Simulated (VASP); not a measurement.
# Rh: single point with PBE

The system is Rh.

```xyz
1
Lattice="0.0000 1.9161 1.9161 1.9161 0.0000 1.9161 1.9161 1.9161 0.0000" Properties=species:S:1:pos:R:3 pbc="T T T"
Rh    0.0000    0.0000    0.0000
```

```yaml
Program: VASP 6.6.1
Task: single point
Functional: PBE
Potentials_or_basis: VASP PAW PBE potentials, release 64 (Rh_pv)
Cutoff: 520 eV
k_mesh: 14 × 14 × 14
Occupations: methfessel-paxton, width 0.1 eV
Spin: no spin polarisation
Dipole_correction: no
Further_INCAR_settings: ALGO = Normal; EDIFF = 1e-07; NBANDS = 14
```

- Pressure: -0.3 GPa

Levels at points of the mesh, in eV from the Fermi level:
```csv
k point,band 4,band 5,band 6,band 7,band 8,band 9,band 10,band 11
"(0.00, 0.00, 0.00)",-7.76,-2.93,-2.93,-2.93,-0.92,-0.92,16.04,20.66
"(0.50, 0.00, 0.00)",-5.90,-3.01,-3.01,0.58,0.58,0.79,8.44,15.53
"(0.50, 0.50, 0.00)",-6.07,-5.71,0.55,0.98,0.98,3.26,12.02,13.22
```

Wall time 30 s on 1 thread of Intel Xeon 8259CL (shared host), peak memory 0.14 GiB.
